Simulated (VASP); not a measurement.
# BP (F-43m) in VASP: a series of runs, part 2 of 2

VASP 6.6.1. The steps go on from the part before.

## 5. Single point, PBE

INCAR reads:

```
PREC = Accurate ; ENCUT = 520
EDIFF = 1E-7 ; ISMEAR = 0
SIGMA = 0.01 ; LREAL = F
LASPH = T ; NELM = 60
ALGO = Normal ; ISIF = 2
LWAVE = F ; LCHARG = F
GGA = PE ; NBANDS = 11
```

KPOINTS reads:

```
Automatic mesh
0
Gamma
  10 10 10
```

POSCAR reads:

```
BP
1.0
    0.0000000000      2.2683158654      2.2683158654
    2.2683158654      0.0000000000      2.2683158654
    2.2683158654      2.2683158654      0.0000000000
B P
1 1
Direct
    0.0000000000      0.0000000000      0.0000000000
    0.2500000000      0.2500000000      0.2500000000
```

Potentials or basis: VASP PAW PBE potentials, release 64 (B, P).

The run is started by

```console
$ cat potpaw_PBE.64/B/POTCAR potpaw_PBE.64/P/POTCAR > POTCAR
$ mpirun -np 1 vasp_std > vasp.out
```

OUTCAR:

```text
PREC = Accurate
   ENCUT = 520
   EDIFF = 1E-7
   ISMEAR = 0
   LREAL = F
   LASPH = T
   NELM = 60
   ISIF = 2
   GGA = PE

 ion  position               nearest neighbor table
   1  0.000  0.000  0.000-   2 1.96   2 1.96   2 1.96   2 1.96
   2  0.250  0.250  0.250-   1 1.96   1 1.96   1 1.96   1 1.96

  LATTYP: Found a face centered cubic cell.
 ALAT       =     4.5366317308

  Lattice vectors:

 A1 = (   0.0000000000,   2.2683158654,   2.2683158654)
 A2 = (   2.2683158654,   0.0000000000,   2.2683158654)
 A3 = (   2.2683158654,   2.2683158654,   0.0000000000)

Analysis of symmetry for initial positions (statically):
=====================================================================
 Subroutine PRICEL returns:
 Original cell was already a primitive cell.

 Routine SETGRP: Setting up the symmetry group for a
 face centered cubic supercell.

 Subroutine GETGRP returns: Found 24 space group operations
 (whereof 24 operations were pure point group operations)
 out of a pool of 48 trial point group operations.

The static configuration has the point symmetry T_d .

Analysis of symmetry for dynamics (positions and initial velocities):
=====================================================================
 Subroutine PRICEL returns:
 Original cell was already a primitive cell.

 Routine SETGRP: Setting up the symmetry group for a
 face centered cubic supercell.

 Subroutine GETGRP returns: Found 24 space group operations
 (whereof 24 operations were pure point group operations)
 out of a pool of 48 trial point group operations.

The dynamic configuration has the point symmetry T_d .

 Subroutine INISYM returns: Found 24 space group operations
 (whereof 24 operations are pure point group operations),
 and found     1 'primitive' translations

----------------------------------------------------------------------------------------

                                     Primitive cell

  volume of cell :      23.3421

  direct lattice vectors                    reciprocal lattice vectors
     0.000000000  2.268315865  2.268315865    -0.220427855  0.220427855  0.220427855
     2.268315865  0.000000000  2.268315865     0.220427855 -0.220427855  0.220427855
     2.268315865  2.268315865  0.000000000     0.220427855  0.220427855 -0.220427855

  length of vectors
     3.207883061  3.207883061  3.207883061     0.381792244  0.381792244  0.381792244

  position of ions in fractional coordinates (direct lattice)
     0.000000000  0.000000000  0.000000000
     0.250000000  0.250000000  0.250000000

  ion indices of the primitive-cell ions
   primitive index   ion index
                 1           1
                 2           2

----------------------------------------------------------------------------------------

 KPOINTS: Automatic mesh

Automatic generation of k-mesh.
 Grid dimensions read from file:
 generate k-points for:   10   10   10

 Generating k-lattice:

  Cartesian coordinates                     Fractional coordinates (reciprocal lattice)
    -0.022042785  0.022042785  0.022042785     0.100000000  0.000000000  0.000000000
     0.022042785 -0.022042785  0.022042785     0.000000000  0.100000000  0.000000000
     0.022042785  0.022042785 -0.022042785     0.000000000  0.000000000  0.100000000

  Length of vectors
     0.038179224  0.038179224  0.038179224

  Shift w.r.t. Gamma in fractional coordinates (k-lattice)
     0.000000000  0.000000000  0.000000000

 Subroutine IBZKPT returns following result:
 ===========================================

 Found     47 irreducible k-points:

 Following reciprocal coordinates:
            Coordinates               Weight
  0.000000  0.000000  0.000000      1.000000
  0.100000  0.000000  0.000000      8.000000
  0.200000  0.000000  0.000000      8.000000
  0.300000  0.000000  0.000000      8.000000
  0.400000  0.000000  0.000000      8.000000
  0.500000  0.000000  0.000000      4.000000
[... 16 lines left out ...]
  0.300000  0.300000  0.000000      6.000000
  0.400000  0.300000  0.000000     24.000000
 [... further k-points ...]
   k-points           NKPTS =     47   k-points in BZ     NKDIM =     47   number of bands    NBANDS=     11
   number of dos      NEDOS =    301   number of ions     NIONS =      2
   total plane-waves  NPLWV =  13824
   dimension x,y,z NGX =    24 NGY =   24 NGZ =   24
   dimension x,y,z NGXF=    48 NGYF=   48 NGZF=   48
   ions per type =               1   1
   NGX,Y,Z   is equivalent  to a cutoff of  12.44, 12.44, 12.44 a.u.
   NGXF,Y,Z  is equivalent  to a cutoff of  24.88, 24.88, 24.88 a.u.
 SYSTEM =  unknown system
   PREC   = accura    normal or accurate (medium, high low for compatibility)
   ISTART =      0    job   : 0-new  1-cont  2-samecut
   ICHARG =      2    charge: 1-file 2-atom 10-const
   ISPIN  =      1    spin polarized calculation?
   LNONCOLLINEAR =      F non collinear calculations
   LSORBIT =      F    spin-orbit coupling
   LASPH  =      T    aspherical Exc in radial PAW
   ENCUT  =  520.0 eV  38.22 Ry    6.18 a.u.   5.96  5.96  5.96*2*pi/ulx,y,z
   NELM   =     60;   NELMIN=  2; NELMDL= -5     # of ELM steps
   EDIFF  = 0.1E-06   stopping-criterion for ELM
   LREAL  =      F    real-space projection
   EDIFFG = 0.1E-05   stopping-criterion for IOM
   NSW    =      0    number of steps for IOM
   IBRION =     -1    ionic relax: 0-MD 1-quasi-New 2-CG
   NFREE  =      0    steps in history (QN), initial steepest desc. (CG)
   ISIF   =      2    stress and relaxation
   ISYM   =      2    0-nonsym 1-usesym 2-fastsym
   POTIM  = 0.5000    time-step for ionic-motion
   TEBEG  =    0.0;   TEEND  =   0.0 temperature during run
   PSTRESS=    0.0 pullay stress
   NELECT =       8.0000    total number of electrons
   NUPDOWN=      -1.0000    fix difference up-down
   EMIN   =  10.00;   EMAX   =-10.00  energy-range for DOS
   EFERMI =   0.00;   METHOD = LEGACY
   ISMEAR =     0;   SIGMA  =   0.01  broadening in eV -4-tet -1-fermi 0-gaus
   EFERMI_NEDOS =   21; number of points for ismear=-14 and -15
   IALGO  =     38    algorithm
   IMIX   =      4    mixing-type and parameters
     AMIX     =   0.40;   BMIX     =  1.00
     AMIX_MAG =   1.60;   BMIX_MAG =  1.00
  volume/ion in A,a.u.               =      11.67        78.76
  Fermi-wavevector in a.u.,A,eV,Ry     =   1.145666  2.164995 17.858330  1.312550
  Thomas-Fermi vector in A             =   2.282353
   LORBIT       =      0    0 simple, 1 ext, 2 COOP (PROOUT), +10 PAW based schemes
   GGA     = PE    functional components
   LHFCALC =     F    Hartree Fock is set to
   AEXX    =    0.0000 exact exchange contribution
   IVDW    =     0    specifies the selected vdW correction
   LEPSILON=     F    determine dielectric tensor
   LRPA    =     F    only Hartree local field effects (RPA)
 non-spin polarized calculation
 Gauss-broadening in eV      SIGMA  =   0.01
  energy-cutoff  :      520.00
  volume of cell :       23.34
 maximum number of plane-waves:       639
   NGX = 11   NGY = 11   NGZ = 11

 number of electron       8.0000000 magnetization

 Free energy of the ion-electron system (eV)
  ---------------------------------------------------
  ext. energy  EPLUGINS =         0.00000000
  ---------------------------------------------------
  free energy    TOTEN  =       -12.93034759 eV

  energy without entropy =      -12.93034759  energy(sigma->0) =      -12.93034759

 E-fermi :   7.5797     XC(G=0): -10.9111

 val. band max:        7.4435502753   @ k =   0.0000   0.0000   0.0000
 cond. band min:       8.6815908827   @ k =   0.4000   0.4000   0.0000
 fundamental gap:      1.2380406075
 Fermi energy:         7.5797182445

 k-point     1 :       0.0000    0.0000    0.0000
  band No.  band energies     occupation
      1      -8.0250      2.00000
      2       7.4436      2.00000
      3       7.4436      2.00000
      4       7.4436      2.00000
      5      10.8456      0.00000
      6      10.8456      0.00000
      7      10.8456      0.00000
      8      14.8316      0.00000
      9      18.9626      0.00000
     10      19.5748      0.00000
     11      19.5748      0.00000
[... 309 lines left out ...]
 k-point    24 :       0.4000    0.3000    0.0000
  band No.  band energies     occupation
      1      -5.0830      2.00000
      2       1.2815      2.00000
      3       3.3917      2.00000
      4       3.9254      2.00000
      5       9.2544      0.00000
      6      11.0666      0.00000
      7      16.9296      0.00000
      8      16.9369      0.00000
      9      21.4551      0.00000
     10      22.7106      0.00000
     11      24.5149      0.00000

 [... further k-points ...]
[... 5 lines left out ...]
  --------------------------------------------------------------------------------------
  -------------------------------------------------------------------------------------
  Total        0.1527742      0.1527742      0.1527742      0.0000000      0.0000000      0.0000000
  in kB       10.4862475     10.4862475     10.4862475      0.0000000      0.0000000      0.0000000
  external PRESSURE =      10.4862475 kB  Pullay stress =       0.0000000 kB

 VOLUME and BASIS-vectors are now :
 -----------------------------------------------------------------------------
  energy-cutoff  :      520.00
  volume of cell :       23.34
      direct lattice vectors                 reciprocal lattice vectors
     0.000000000  2.268315865  2.268315865    -0.220427855  0.220427855  0.220427855
     2.268315865  0.000000000  2.268315865     0.220427855 -0.220427855  0.220427855
     2.268315865  2.268315865  0.000000000     0.220427855  0.220427855 -0.220427855

 POSITION                                       TOTAL-FORCE (eV/Angst)
 -----------------------------------------------------------------------------------
      0.00000      0.00000      0.00000         0.000000      0.000000      0.000000
      1.13416      1.13416      1.13416        -0.000000     -0.000000     -0.000000
 -----------------------------------------------------------------------------------
    total drift:                                0.000000      0.000000      0.000000

  FREE ENERGIE OF THE ION-ELECTRON SYSTEM (eV)
  ---------------------------------------------------
  free  energy   TOTEN  =       -12.9303475888 eV

  energy  without entropy=      -12.9303475888  energy(sigma->0) =      -12.93034759
```

Wall time 3.9 s (1 thread of Intel Xeon 6975P-C (Granite Rapids), shared host); peak memory 0.13 GiB.

Results:

* Free energy: -12.9303 eV
* Pressure: 1.0 GPa
* Band gap on the k mesh: 1.24 eV, indirect (least direct gap 3.40 eV)

Levels at points of the mesh, in eV from the valence-band top:
| k point | band 2 | band 3 | band 4 | band 5 | band 6 | band 7 |
| --- | --- | --- | --- | --- | --- | --- |
| (0.00, 0.00, 0.00) | 0.00 | 0.00 | 0.00 | 3.40 | 3.40 | 3.40 |
| (0.50, 0.00, 0.00) | -9.04 | -1.76 | -1.76 | 3.79 | 4.71 | 4.71 |
| (0.50, 0.50, 0.00) | -8.59 | -4.12 | -4.12 | 1.33 | 1.66 | 12.13 |

A k mesh can miss the band edges.

## 6. Single point, HSE06

POSCAR is that of step 5.

INCAR.step1 reads:

```
PREC = Accurate ; ENCUT = 520
EDIFF = 1E-5 ; ISMEAR = 0
SIGMA = 0.01 ; LREAL = False
LASPH = True ; NELM = 60
ALGO = Normal ; ISIF = 2
LWAVE = True ; GGA = PE
NBANDS = 11
```

INCAR.step2 reads:

```
PREC = Accurate ; ENCUT = 520
EDIFF = 1E-6 ; ISMEAR = 0
SIGMA = 0.01 ; LREAL = False
LASPH = True ; NELM = 60
ALGO = Normal ; ISIF = 2
LWAVE = False ; LCHARG = True
GGA = PE ; LHFCALC = True
HFSCREEN = 0.2079 ; PRECFOCK = Normal
LELF = True ; LVHAR = True
ISTART = 1 ; NBANDS = 11
```

KPOINTS reads:

```
regular mesh
0
Gamma
  6 6 6
```

Potentials or basis: VASP PAW PBE potentials, release 64 (B, P).

The run is started by

```console
$ cat potpaw_PBE.64/B/POTCAR potpaw_PBE.64/P/POTCAR > POTCAR
$ cp INCAR.step1 INCAR
$ mpirun -np 1 vasp_std > vasp.out
$ cp INCAR.step2 INCAR
$ mpirun -np 1 vasp_std > vasp.out
```

It took 3.7 min on 1 thread of Intel Xeon 6975P-C, shared host; peak memory 0.24 GiB.

It converged, with:

| Property | Result |
| --- | --- |
| Free energy | -14.8242 eV |
| Pressure | -1.9 GPa |
| Band gap on the k mesh | 2.06 eV, indirect (least direct gap 4.34 eV) |

Levels at points of the mesh, in eV from the valence-band top:
```tsv
k point	band 1	band 2	band 3	band 4	band 5	band 6	band 7	band 8
(0.00, 0.00, 0.00)	-17.10	0.00	0.00	0.00	4.34	4.34	4.34	8.70
(0.50, 0.00, 0.00)	-13.43	-10.00	-1.93	-1.93	4.74	5.72	5.72	11.36
(0.50, 0.50, 0.00)	-11.70	-9.58	-4.53	-4.53	2.06	2.41	13.84	13.84
```

Caveat: the PAW data sets were made with another functional, which shifts forces and pressure a little. A k mesh can miss the band edges.

## 7. Single point, PBE0

POSCAR is that of step 6.

INCAR.step1 reads:

```
ALGO = Normal
EDIFF = 1E-5
ENCUT = 520
GGA = PE
ISIF = 2
ISMEAR = 0
LASPH = True
LREAL = False
LWAVE = True
NBANDS = 11
NELM = 80
PREC = Accurate
SIGMA = 0.01
```

INCAR.step2 reads:

```
AEXX = 0.25
ALGO = Normal
EDIFF = 1E-6
ENCUT = 520
GGA = PE
ISIF = 2
ISMEAR = 0
ISTART = 1
LASPH = True
LCHARG = True
LELF = True
LHFCALC = True
LREAL = False
LVHAR = True
LWAVE = False
NBANDS = 11
NELM = 80
PREC = Accurate
PRECFOCK = Normal
SIGMA = 0.01
```

KPOINTS reads:

```
k-points
0
Gamma
  6 6 6
```

The run is started by

```console
$ cat potpaw_PBE.64/B/POTCAR potpaw_PBE.64/P/POTCAR > POTCAR
$ cp INCAR.step1 INCAR
$ mpirun -np 1 vasp_std > vasp.out
$ cp INCAR.step2 INCAR
$ mpirun -np 1 vasp_std > vasp.out
```

Run time: 3.8 min. Hardware: 1 thread of Intel Xeon 6975P-C, shared host; peak memory 0.14 GiB.

Results (log left out):

```yaml
Free_energy: -15.7736 eV
Pressure: -2.0 GPa
Band_gap_on_the_k_mesh: 2.79 eV, indirect (least direct gap 5.05 eV)
```

Levels at points of the mesh, in eV from the valence-band top:
```tsv
k point	band 1	band 2	band 3	band 4	band 5	band 6	band 7	band 8
(0.00, 0.00, 0.00)	-17.18	0.00	0.00	0.00	5.05	5.05	5.05	9.45
(0.50, 0.00, 0.00)	-13.51	-10.08	-1.96	-1.96	5.48	6.46	6.46	12.12
(0.50, 0.50, 0.00)	-11.78	-9.65	-4.56	-4.56	2.79	3.13	14.61	14.61
```

Caveat: the PAW data sets were made with another functional, which shifts forces and pressure a little. A k mesh can miss the band edges.

## 8. Overview

| level | k mesh | grid for exact exchange (PRECFOCK) | screening parameter | gap on the mesh (eV) | pressure (GPa) |
| --- | --- | --- | --- | --- | --- |
| PBE | 6 × 6 × 6 | - | - | 1.33 | 1.2 |
| r2SCAN | 6 × 6 × 6 | - | - | 1.54 | -0.4 |
| PBE | 10 × 10 × 10 | - | - | 1.24 | 1.0 |
| HSE06 | 6 × 6 × 6 | Normal | 0.2079 1/Å | 2.06 | -1.9 |
| PBE0 | 6 × 6 × 6 | Normal | - | 2.79 | -2.0 |

Alike in all rows: task single point; potentials or basis VASP PAW PBE potentials, release 64 (B, P); no spin polarisation; cell as given; cutoff (eV) 520; smearing gaussian 0.01 eV.

On the cell as given the gap runs from 1.24 eV (PBE) to 2.79 eV (PBE0); the meshes differ, which moves gaps too. The pressure there spans -2.0 GPa (PBE0) to 1.2 GPa (PBE); a positive pressure means that this level wants a larger cell, a negative one a smaller.

Caveats: the PAW data sets were made with another functional, which shifts forces and pressure a little (some runs).

Total energies depend on the potentials used, so only differences within one code and one set of settings carry meaning.
